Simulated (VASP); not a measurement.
The system is LiH.

```xyz
2
Lattice="0.0000 2.0092 2.0092 2.0092 0.0000 2.0092 2.0092 2.0092 0.0000" Properties=species:S:1:pos:R:3 pbc="T T T"
Li    0.0000    0.0000    0.0000
H     2.0092    2.0092    2.0092
```

This cell differs from its parent crystal: volume scaled by 0.96.

Base run:

| Item | Value |
| --- | --- |
| Program | VASP 6.6.1 |
| Functional | PBE |
| Potentials or basis | VASP PAW PBE potentials, release 64 (Li_sv, H) |
| Cutoff | 520 eV |
| k mesh | 11 × 11 × 11 |
| Occupations | fermi-dirac, width 0.05 eV |
| Spin | no spin polarisation |

Its results: band gap on the k mesh 3.18 eV, direct.

Question: The run is repeated on the same cell with these changes: functional from PBE to PBEsol; further incar settings from ALGO = Normal; EDIFF = 1e-06; NBANDS = 9 to ALGO = Normal; EDIFF = 1e-07; NBANDS = 9. What comes out?

Answer: Band gap on the k mesh 2.95 eV, direct.

A k mesh can miss the band edges.
